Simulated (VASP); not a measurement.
# Ru in VASP: further runs, part 2 of 2

VASP 6.6.1. Earlier steps stand in the parts before.

## Step 3: Single point, PBE

This run uses another cell than the first one, of 45.49 Å³/atom, 1.104 times its volume.

Input file INCAR:

```
SYSTEM = Ru
  PREC = Accurate
  ENCUT = 520
  EDIFF = 1E-6
  ISMEAR = 0
  SIGMA = 0.1
  LREAL = .False.
  LASPH = .True.
  NELM = 60
  ALGO = Normal
  ISIF = 2
  LWAVE = .False.
  LCHARG = .False.
  LDIPOL = .True.
  IDIPOL = 3
  DIPOL = 0.5 0.5 0.496
  GGA = PE
  NBANDS = 28
```

Input file KPOINTS:

```
Automatic mesh
0
Gamma
  12 12 1
  0 0 0
```

Input file POSCAR:

```
Ru
1.0
    2.7200250913      0.0000000000      0.0000000000
   -1.3600125457      2.3556108280      0.0000000000
    0.0000000000      0.0000000000     21.2967694969
Ru
3
Direct
    0.3333333333      0.6666666667      0.3991215664
    0.6666666667      0.3333333333      0.4964327174
    0.3333333333      0.6666666667      0.5937407863
```

Potentials or basis: VASP PAW PBE potentials, release 64 (Ru_pv).

Run with:

```bash
$ cat potpaw_PBE.64/Ru_pv/POTCAR > POTCAR
$ mpirun -np 1 vasp_std > vasp.out
```

OUTCAR:

```text
SYSTEM = Ru
   PREC = Accurate
   ENCUT = 520
   EDIFF = 1E-6
   ISMEAR = 0
   LREAL = .False.
   LASPH = .True.
   NELM = 60
   ISIF = 2
   GGA = PE

 ion  position               nearest neighbor table
   1  0.333  0.667  0.399-   2 2.60   2 2.60   2 2.60
   2  0.667  0.333  0.496-   3 2.60   3 2.60   3 2.60   1 2.60   1 2.60   1 2.60
   3  0.333  0.667  0.594-   2 2.60   2 2.60   2 2.60

  LATTYP: Found a hexagonal cell.
 ALAT       =     2.7200250913
 C/A-ratio  =     7.8296224417

  Lattice vectors:

 A1 = (   2.7200250913,   0.0000000000,   0.0000000000)
 A2 = (  -1.3600125457,   2.3556108280,   0.0000000000)
 A3 = (   0.0000000000,   0.0000000000,  21.2967694969)

Analysis of symmetry for initial positions (statically):
=====================================================================
 Subroutine PRICEL returns:
 Original cell was already a primitive cell.

 Routine SETGRP: Setting up the symmetry group for a
 hexagonal supercell.

 Subroutine GETGRP returns: Found 12 space group operations
 (whereof  6 operations were pure point group operations)
 out of a pool of 24 trial point group operations.

The static configuration has the point symmetry C_3v.
 The point group associated with its full space group is D_3h.

Analysis of symmetry for dynamics (positions and initial velocities):
=====================================================================
 Subroutine PRICEL returns:
 Original cell was already a primitive cell.

 Routine SETGRP: Setting up the symmetry group for a
 hexagonal supercell.

 Subroutine GETGRP returns: Found 12 space group operations
 (whereof  6 operations were pure point group operations)
 out of a pool of 24 trial point group operations.

The dynamic configuration has the point symmetry C_3v.
 The point group associated with its full space group is D_3h.

 Subroutine INISYM returns: Found 12 space group operations
 (whereof  6 operations are pure point group operations),
 and found     1 'primitive' translations

----------------------------------------------------------------------------------------

                                     Primitive cell

  volume of cell :     136.4552

  direct lattice vectors                    reciprocal lattice vectors
     2.720025091  0.000000000  0.000000000     0.367643667  0.212259170  0.000000000
    -1.360012546  2.355610828  0.000000000     0.000000000  0.424518341  0.000000000
     0.000000000  0.000000000 21.296769497     0.000000000  0.000000000  0.046955478

  length of vectors
     2.720025091  2.720025091 21.296769497     0.424518341  0.424518341  0.046955478

  position of ions in fractional coordinates (direct lattice)
     0.333333333  0.666666667  0.399121566
     0.666666667  0.333333333  0.496432717
     0.333333333  0.666666667  0.593740786

  ion indices of the primitive-cell ions
   primitive index   ion index
                 1           1
                 2           2
                 3           3

----------------------------------------------------------------------------------------

 KPOINTS: Automatic mesh

[... 24 lines left out ...]
  0.000000  0.000000  0.000000      1.000000
  0.083333 -0.000000  0.000000      6.000000
  0.166667  0.000000  0.000000      6.000000
  0.250000 -0.000000  0.000000      6.000000
  0.333333  0.000000  0.000000      6.000000
  0.416667  0.000000  0.000000      6.000000
[... 11 lines left out ...]
  0.333333  0.250000  0.000000     12.000000
  0.333333  0.333333  0.000000      2.000000
   k-points           NKPTS =     19   k-points in BZ     NKDIM =     19   number of bands    NBANDS=     28
   number of dos      NEDOS =    301   number of ions     NIONS =      3
   total plane-waves  NPLWV =  64000
   dimension x,y,z NGX =    20 NGY =   20 NGZ =  160
   dimension x,y,z NGXF=    40 NGYF=   40 NGZF=  320
   ions per type =               3
   NGX,Y,Z   is equivalent  to a cutoff of  12.22, 12.22, 12.49 a.u.
   NGXF,Y,Z  is equivalent  to a cutoff of  24.45, 24.45, 24.98 a.u.
 SYSTEM =  Ru
   PREC   = accura    normal or accurate (medium, high low for compatibility)
   ISTART =      0    job   : 0-new  1-cont  2-samecut
   ICHARG =      2    charge: 1-file 2-atom 10-const
   ISPIN  =      1    spin polarized calculation?
   LNONCOLLINEAR =      F non collinear calculations
   LSORBIT =      F    spin-orbit coupling
   LASPH  =      T    aspherical Exc in radial PAW
   ENCUT  =  520.0 eV  38.22 Ry    6.18 a.u.   5.06  5.06 39.60*2*pi/ulx,y,z
   NELM   =     60;   NELMIN=  2; NELMDL= -5     # of ELM steps
   EDIFF  = 0.1E-05   stopping-criterion for ELM
   LREAL  =      F    real-space projection
   EDIFFG = 0.1E-04   stopping-criterion for IOM
   NSW    =      0    number of steps for IOM
   IBRION =     -1    ionic relax: 0-MD 1-quasi-New 2-CG
   NFREE  =      0    steps in history (QN), initial steepest desc. (CG)
   ISIF   =      2    stress and relaxation
   ISYM   =      2    0-nonsym 1-usesym 2-fastsym
   POTIM  = 0.5000    time-step for ionic-motion
   TEBEG  =    0.0;   TEEND  =   0.0 temperature during run
   PSTRESS=    0.0 pullay stress
   NELECT =      42.0000    total number of electrons
   NUPDOWN=      -1.0000    fix difference up-down
   EMIN   =  10.00;   EMAX   =-10.00  energy-range for DOS
   EFERMI =   0.00;   METHOD = LEGACY
   ISMEAR =     0;   SIGMA  =   0.10  broadening in eV -4-tet -1-fermi 0-gaus
   EFERMI_NEDOS =   21; number of points for ismear=-14 and -15
   IALGO  =     38    algorithm
   IMIX   =      4    mixing-type and parameters
     AMIX     =   0.40;   BMIX     =  1.00
     AMIX_MAG =   1.60;   BMIX_MAG =  1.00
  volume/ion in A,a.u.               =      45.49       306.95
  Fermi-wavevector in a.u.,A,eV,Ry     =   1.105337  2.088783 16.623175  1.221769
  Thomas-Fermi vector in A             =   2.241822
   LORBIT       =      0    0 simple, 1 ext, 2 COOP (PROOUT), +10 PAW based schemes
   GGA     = PE    functional components
   LHFCALC =     F    Hartree Fock is set to
   AEXX    =    0.0000 exact exchange contribution
   IVDW    =     0    specifies the selected vdW correction
   LEPSILON=     F    determine dielectric tensor
   LRPA    =     F    only Hartree local field effects (RPA)
 non-spin polarized calculation
 Gauss-broadening in eV      SIGMA  =   0.10
  energy-cutoff  :      520.00
  volume of cell :      136.46
 maximum number of plane-waves:      3707
   NGX = 11   NGY = 11   NGZ = 79

 dipolmoment           0.000000      0.000000      0.000076 electrons x Angstroem

 number of electron      42.0000008 magnetization

 dipolmoment           0.000000      0.000000     -0.000294 electrons x Angstroem

 Free energy of the ion-electron system (eV)
  ---------------------------------------------------
  ext. energy  EPLUGINS =         0.00000000
  ---------------------------------------------------
  free energy    TOTEN  =       -25.69806503 eV

  energy without entropy =      -25.68674658  energy(sigma->0) =      -25.69240580

 E-fermi :   0.4868     XC(G=0):  -5.1659

 val. band max:        0.4011363587   @ k =   0.2500   0.2500   0.0000
 cond. band min:       0.4974308914   @ k =   0.0833  -0.0000   0.0000
 fundamental gap:      0.0962945327
 Fermi energy:         0.4867996947

 k-point     1 :       0.0000    0.0000    0.0000
  band No.  band energies     occupation
      1     -43.3040      2.00000
      2     -42.6373      2.00000
      3     -42.6373      2.00000
      4     -42.4617      2.00000
      5     -42.1947      2.00000
      6     -42.0004      2.00000
[... 578 lines left out ...]
     27       8.0606      0.00000
     28       8.9379      0.00000

------------------------ aborting loop because EDIFF is reached ----------------------------------------

 vacuum level on the upper side and lower side of the slab       (xc-potential included)        -0.199        -0.193

  FORCE on cell =-STRESS in cart. coord.  units (eV):
  Direction    XX          YY          ZZ          XY          YZ          ZX
  --------------------------------------------------------------------------------------
  -------------------------------------------------------------------------------------
  Total       -2.7583882     -2.7583882      0.0113632      0.0000000     -0.0000000      0.0000000
  in kB      -32.3873779    -32.3873779      0.1334202      0.0000000     -0.0000000      0.0000000
  external PRESSURE =     -21.5471119 kB  Pullay stress =       0.0000000 kB

 VOLUME and BASIS-vectors are now :
 -----------------------------------------------------------------------------
  energy-cutoff  :      520.00
  volume of cell :      136.46
      direct lattice vectors                 reciprocal lattice vectors
     2.720025091  0.000000000  0.000000000     0.367643667  0.212259170  0.000000000
    -1.360012546  2.355610828  0.000000000     0.000000000  0.424518341  0.000000000
     0.000000000  0.000000000 21.296769497     0.000000000  0.000000000  0.046955478

 POSITION                                       TOTAL-FORCE (eV/Angst)
 -----------------------------------------------------------------------------------
     -0.00000      1.57041      8.50000        -0.000000      0.000000     -0.010774
      1.36001      0.78520     10.57241        -0.000000      0.000000     -0.000000
     -0.00000      1.57041     12.64476         0.000000      0.000000      0.010774
 -----------------------------------------------------------------------------------
    total drift:                                0.000000     -0.000000     -0.082556

  FREE ENERGIE OF THE ION-ELECTRON SYSTEM (eV)
  ---------------------------------------------------
  free  energy   TOTEN  =       -25.6980650326 eV

  energy  without entropy=      -25.6867465761  energy(sigma->0) =      -25.69240580

 vacuum level on the upper side and lower side of the slab         5.289         5.295
```

OSZICAR:

```text
N       E                     dE             d eps       ncg     rms          rms(c)
DAV:   1     0.366264439584E+03    0.36626E+03   -0.26168E+04  1432   0.135E+03
DAV:   2    -0.188222161046E+02   -0.38509E+03   -0.37486E+03  1168   0.393E+02
DAV:   3    -0.275405378665E+02   -0.87183E+01   -0.84020E+01  1180   0.622E+01
[... 14 lines left out ...]
DAV:  18    -0.256980510966E+02   -0.88425E-05   -0.65805E-07   764   0.271E-03    0.145E-03
DAV:  19    -0.256980565836E+02   -0.54870E-05   -0.47444E-07   748   0.232E-03    0.489E-04
DAV:  20    -0.256980604291E+02   -0.38455E-05   -0.45595E-07   740   0.132E-03    0.529E-04
DAV:  21    -0.256980640606E+02   -0.36315E-05   -0.14517E-07   672   0.100E-03    0.237E-04
DAV:  22    -0.256980650326E+02   -0.97205E-06   -0.43513E-08   696   0.498E-04
   1 F= -.25698065E+02 E0= -.25692406E+02  d E =-.113185E-01
```

Run time: 68 s. Hardware: 1 thread of Intel Xeon Platinum 8375C at 2.90GHz (Ice Lake), shared host; peak memory 0.25 GiB.

What came out:

```
Free energy            : -25.6981 eV
Largest force          : 0.011 eV/Å
Band gap on the k mesh : zero (band 21 reaches 1.58 eV, above the bottom of band 22 at -0.54 eV)
```

Forces on the atoms (eV/Å):
```
Ru   0.000  0.000 -0.011
Ru   0.000  0.000  0.000
Ru   0.000  0.000  0.011
```

Levels at points of the mesh, in eV from the Fermi level:
| k point | band 18 | band 19 | band 20 | band 21 | band 22 | band 23 | band 24 | band 25 |
| --- | --- | --- | --- | --- | --- | --- | --- | --- |
| (0.00, 0.00, 0.00) | -2.35 | -1.97 | -1.97 | -0.83 | -0.83 | -0.42 | 0.51 | 0.51 |
| (0.50, 0.00, 0.00) | -0.77 | -0.20 | 0.40 | 1.09 | 1.11 | 1.79 | 1.80 | 2.91 |
